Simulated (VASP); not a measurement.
# HfC2 (P6/mmm) in VASP: further runs, part 2 of 2

VASP 6.6.1. Earlier steps stand in the parts before.

**5. Relaxation of cell and atoms, PBE**

File INCAR:

```
SYSTEM = HfC2
PREC = Accurate ; ENCUT = 600
EDIFF = 1E-6 ; ISMEAR = 0
SIGMA = 0.1 ; LREAL = .FALSE.
LASPH = .TRUE. ; NELM = 60
ALGO = Normal ; ISIF = 3
LWAVE = .FALSE. ; LCHARG = .FALSE.
GGA = PE ; IBRION = 2
NSW = 100 ; EDIFFG = -0.01
```

File KPOINTS:

```
regular mesh
0
G
  18 18 14
  0 0 0
```

File POSCAR:

```
HfC2
1.0
    3.2782124649      0.0000000000      0.0000000000
   -1.6391062324      2.8390152736      0.0000000000
    0.0000000000      0.0000000000      3.1790710676
Hf C
1 2
Direct
    0.0000000000      0.0000000000      0.0000000000
    0.3333333333      0.6666666667      0.5000000000
    0.6666666667      0.3333333333      0.5000000000
```

Potentials or basis: VASP PAW PBE potentials, release 64 (Hf_pv, C).

Started as:

```sh
$ cat potpaw_PBE.64/Hf_pv/POTCAR potpaw_PBE.64/C/POTCAR > POTCAR
$ mpirun -np 1 vasp_std > vasp.out
```

OUTCAR:

```text
SYSTEM = HfC2
   PREC = Accurate
   ENCUT = 600
   EDIFF = 1E-6
   ISMEAR = 0
   LREAL = .FALSE.
   LASPH = .TRUE.
   NELM = 60
   ISIF = 3
   GGA = PE
   IBRION = 2
   NSW = 100
   EDIFFG = -0.01

 ion  position               nearest neighbor table
   1  0.000  0.000  0.000-   2 2.47   3 2.47   2 2.47   3 2.47   2 2.47   2 2.47   3 2.47   3 2.47
                             3 2.47   3 2.47   2 2.47   2 2.47
   2  0.333  0.667  0.500-   3 1.89   3 1.89   3 1.89   1 2.47   1 2.47   1 2.47   1 2.47   1 2.47
                             1 2.47
   3  0.667  0.333  0.500-   2 1.89   2 1.89   2 1.89   1 2.47   1 2.47   1 2.47   1 2.47   1 2.47
                             1 2.47

  LATTYP: Found a hexagonal cell.
 ALAT       =     3.2782124649
 C/A-ratio  =     0.9697574827

  Lattice vectors:

 A1 = (   3.2782124649,   0.0000000000,   0.0000000000)
 A2 = (  -1.6391062324,   2.8390152736,   0.0000000000)
 A3 = (   0.0000000000,   0.0000000000,   3.1790710676)

Analysis of symmetry for initial positions (statically):
=====================================================================
 Subroutine PRICEL returns:
 Original cell was already a primitive cell.

 Routine SETGRP: Setting up the symmetry group for a
 hexagonal supercell.

 Subroutine GETGRP returns: Found 24 space group operations
 (whereof 24 operations were pure point group operations)
 out of a pool of 24 trial point group operations.

The static configuration has the point symmetry D_6h.

Analysis of symmetry for dynamics (positions and initial velocities):
=====================================================================
 Subroutine PRICEL returns:
 Original cell was already a primitive cell.

 Routine SETGRP: Setting up the symmetry group for a
 hexagonal supercell.

 Subroutine GETGRP returns: Found 24 space group operations
 (whereof 24 operations were pure point group operations)
 out of a pool of 24 trial point group operations.

The dynamic configuration has the point symmetry D_6h.

 Subroutine INISYM returns: Found 24 space group operations
[... 144 lines left out ...]
  ---------------------------------------------------
  ext. energy  EPLUGINS =         0.00000000
  ---------------------------------------------------
  free energy    TOTEN  =       -25.90356831 eV

  energy without entropy =      -25.90095110  energy(sigma->0) =      -25.90225970

------------------------ aborting loop because EDIFF is reached ----------------------------------------

  FORCE on cell =-STRESS in cart. coord.  units (eV):
  Direction    XX          YY          ZZ          XY          YZ          ZX
  --------------------------------------------------------------------------------------
  -------------------------------------------------------------------------------------
  Total       -1.0303407     -1.0303407      0.1223604     -0.0000000      0.0000000      0.0000000
  in kB      -55.7938551    -55.7938551      6.6259253     -0.0000000      0.0000000      0.0000000
  external PRESSURE =     -34.9872617 kB  Pullay stress =       0.0000000 kB
[... 135 lines left out ...]
--------------------------------------- Ionic step        5  -------------------------------------------

 number of electron      18.0000002 magnetization

 Free energy of the ion-electron system (eV)
  ---------------------------------------------------
  ext. energy  EPLUGINS =         0.00000000
  ---------------------------------------------------
  free energy    TOTEN  =       -25.92072025 eV

  energy without entropy =      -25.91710340  energy(sigma->0) =      -25.91891183

 E-fermi :   8.8961     XC(G=0): -12.9781

 val. band max:        8.8693626794   @ k =   0.1667   0.1667   0.0000
 cond. band min:       8.9055711291   @ k =   0.2778   0.0000   0.0000
 fundamental gap:      0.0362084497
 Fermi energy:         8.8961368987

 k-point     1 :       0.0000    0.0000    0.0000
  band No.  band energies     occupation
      1     -22.2951      2.00000
      2     -22.2152      2.00000
      3     -22.2152      2.00000
      4      -8.5271      2.00000
      5       2.9032      2.00000
      6       2.9032      2.00000
      7       4.5928      2.00000
      8       5.6599      2.00000
      9       5.7052      2.00000
     10      10.5933      0.00000
     11      10.5933      0.00000
     12      11.8773      0.00000
     13      12.4643      0.00000
[... 354 lines left out ...]
  band No.  band energies     occupation
      1     -22.8168      2.00000
      2     -22.4044      2.00000
      3     -22.1931      2.00000
      4      -5.0541      2.00000
      5      -3.4508      2.00000
      6       1.4729      2.00000
      7       3.8860      2.00000
      8       5.5560      2.00000
      9       7.6172      2.00000
     10      10.7354      0.00000
     11      12.1022      0.00000
     12      12.5391      0.00000
     13      12.5894      0.00000

 [... further k-points ...]

------------------------ aborting loop because EDIFF is reached ----------------------------------------

  FORCE on cell =-STRESS in cart. coord.  units (eV):
  Direction    XX          YY          ZZ          XY          YZ          ZX
  --------------------------------------------------------------------------------------
  -------------------------------------------------------------------------------------
  Total       -0.0173829     -0.0173829     -0.0076592     -0.0000000     -0.0000000      0.0000000
  in kB       -0.9628804     -0.9628804     -0.4242607     -0.0000000     -0.0000000      0.0000000
  external PRESSURE =      -0.7833405 kB  Pullay stress =       0.0000000 kB
[... 18 lines left out ...]
  FREE ENERGIE OF THE ION-ELECTRON SYSTEM (eV)
  ---------------------------------------------------
  free  energy   TOTEN  =       -25.9207202523 eV

  energy  without entropy=      -25.9171033996  energy(sigma->0) =      -25.91891183

 reached required accuracy - stopping structural energy minimisation
```

OSZICAR:

```text
N       E                     dE             d eps       ncg     rms          rms(c)
DAV:   1     0.502240486234E+02    0.50224E+02   -0.10723E+04  7696   0.150E+03
DAV:   2    -0.248864504092E+02   -0.75110E+02   -0.72264E+02  9488   0.272E+02
[... 36 lines left out ...]
   4 F= -.25920406E+02 E0= -.25918575E+02  d E =-.235630E-02
       N       E                     dE             d eps       ncg     rms          rms(c)
DAV:   1    -0.259210873856E+02   -0.68178E-03   -0.37648E-02  8136   0.172E+00    0.371E-01
DAV:   2    -0.259208429273E+02    0.24446E-03   -0.63596E-04  9891   0.209E-01    0.129E-01
DAV:   3    -0.259207264871E+02    0.11644E-03   -0.13991E-04 10023   0.911E-02    0.513E-02
DAV:   4    -0.259207194084E+02    0.70788E-05   -0.18328E-05 10934   0.334E-02    0.318E-02
DAV:   5    -0.259207202523E+02   -0.84396E-06   -0.13145E-06  5956   0.958E-03
   5 F= -.25920720E+02 E0= -.25918912E+02  d E =-.267097E-02
```

Wall time 8.7 min (1 thread of Intel Xeon 8259CL, shared host); peak memory 0.29 GiB.

Results:

* Free energy: -25.9207 eV
* Relaxed volume: 9.64 Å³/atom
* Relaxed cell: a = 3.225 Å, b = 3.225 Å, c = 3.210 Å, α = 90.00°, β = 90.00°, γ = 120.00°
* Space group after relaxing (to 0.1 Å): P6/mmm (No. 191)
* Energy gained by relaxing: 5.7 meV/atom
* Ionic steps: 5
* Pressure after relaxing: -0.1 GPa
* Band gap on the k mesh: zero (bands 9 and 10 overlap by 4.42 eV)

Step by step:
```
step  energy change (eV)  largest force (eV/Å)  pressure (GPa)  volume (Å³)
   1              0.0000                0.0000           -3.50        29.59
   2             -0.0140                0.0000            2.35        28.67
   3             -0.0145                0.0000            1.42        28.81
   4             -0.0168                0.0000           -0.57        28.96
   5             -0.0172                0.0000           -0.08        28.92
```

Final structure:
```
Hf C
1.0
     3.22539    0.00000    0.00000
    -1.61270    2.79327    0.00000
     0.00000    0.00000    3.21043
Hf C
1 2
Direct
  0.00000 0.00000 0.00000
  0.33333 0.66667 0.50000
  0.66667 0.33333 0.50000
```

Levels at points of the mesh, in eV from the Fermi level:
```csv
k point,band 7,band 8,band 9,band 10,band 11,band 12
"(0.00, 0.00, 0.00)",-4.30,-3.24,-3.19,1.70,1.70,2.98
"(0.50, 0.00, 0.00)",-5.17,-4.59,-0.50,2.50,2.77,3.31
"(0.00, 0.00, 0.50)",-4.68,-2.23,-2.09,-2.09,0.23,0.23
"(0.50, 0.00, 0.50)",-6.19,-4.79,-0.63,4.96,4.99,5.99
```

Caveat: spin-orbit coupling is left out, which moves the levels of the heavy elements.

**6. Overview**

| task | cell | k mesh | cutoff (eV) | gap on the mesh (eV) | pressure (GPa) | relaxed volume (Å³/atom) |
| --- | --- | --- | --- | --- | --- | --- |
| single point | a = 3.278, b = 3.278, c = 3.179 Å, angles 90.0, 90.0, 120.0°, 3 atoms | 6 × 6 × 4 | 520 | none | -2.0 | - |
| relaxation of cell and atoms | relaxed from a = 3.568, b = 3.568, c = 3.773 Å, angles 90.0, 90.0, 120.0°, 3 atoms | 6 × 6 × 4 | 600 | none | 0.4 | 9.72 |
| single point | a = 3.239, b = 3.239, c = 3.214 Å, angles 90.0, 90.0, 120.0°, 3 atoms | 18 × 18 × 14 | 520 | none | -1.8 | - |
| relaxation of cell and atoms | relaxed from a = 3.278, b = 3.278, c = 3.179 Å, angles 90.0, 90.0, 120.0°, 3 atoms | 18 × 18 × 14 | 600 | none | -0.1 | 9.64 |

Alike in all rows: level PBE; potentials or basis VASP PAW PBE potentials, release 64 (Hf_pv, C); no spin polarisation; smearing gaussian 0.1 eV.

Caveats: some runs use coarse meshes; spin-orbit coupling is left out, which moves the levels of the heavy elements; the volume moved by over 15 % at a fixed basis, so the end points are rough (at least some runs).

Total energies depend on the potentials used, so only differences within one code and one set of settings carry meaning.
